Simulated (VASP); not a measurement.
## TiC: elastic constants with PBEsol

TiC:

```xyz
2
Lattice="0.0000 2.1657 2.1657 2.1657 0.0000 2.1657 2.1657 2.1657 0.0000" Properties=species:S:1:pos:R:3 pbc="T T T"
Ti    0.0000    0.0000    0.0000
C     2.1657    2.1657    2.1657
```

```
Program                   : VASP 6.6.1
Task                      : elastic constants
Functional                : PBEsol
Potentials or basis       : VASP PAW PBE potentials, release 64 (Ti_sv, C)
Cutoff                    : 600 eV
k mesh                    : 9 × 9 × 9
Occupations               : fermi-dirac, width 0.025 eV
Spin                      : no spin polarisation
Dipole correction         : no
Ions in elastic constants : relaxed
Further INCAR settings    : ALGO = Normal; EDIFF = 1e-08; IBRION = 6; POTIM = 0.015; NSW = 1; ISIF = 3
```

```
Elastic constants C11, C12, C44                         : 497, 119, 167 GPa
Voigt bulk modulus                                      : 245 GPa
Highest phonon frequency at Γ, LO-TO splitting left out : 532 cm⁻¹
```

Phonon frequencies in cm⁻¹ (negative: imaginary):
| q point | frequencies |
| --- | --- |
| (0.000, 0.000, 0.000) | 0 0 0 532 532 532 |

Elastic tensor in Voigt notation (GPa, in the Cartesian axes of the cell as first typed):
```
497 119 119   0   0   0
119 497 119   0   0   0
119 119 497   0   0   0
  0   0   0 167   0   0
  0   0   0   0 167   0
  0   0   0   0   0 167
```

Clamped-ion elastic tensor (GPa):
```
497 119 119   0   0   0
119 497 119   0   0   0
119 119 497   0   0   0
  0   0   0 167   0   0
  0   0   0   0 167   0
  0   0   0   0   0 167
```

Run time: 3 min on 1 thread of Intel(R) Xeon(R) Platinum 8488C (Sapphire Rapids), with other jobs on the host, peak memory 0.25 GiB.

Caveat: the cell is under stress, which shifts elastic constants; the PAW data sets were made with another functional, which shifts forces and pressure a little.
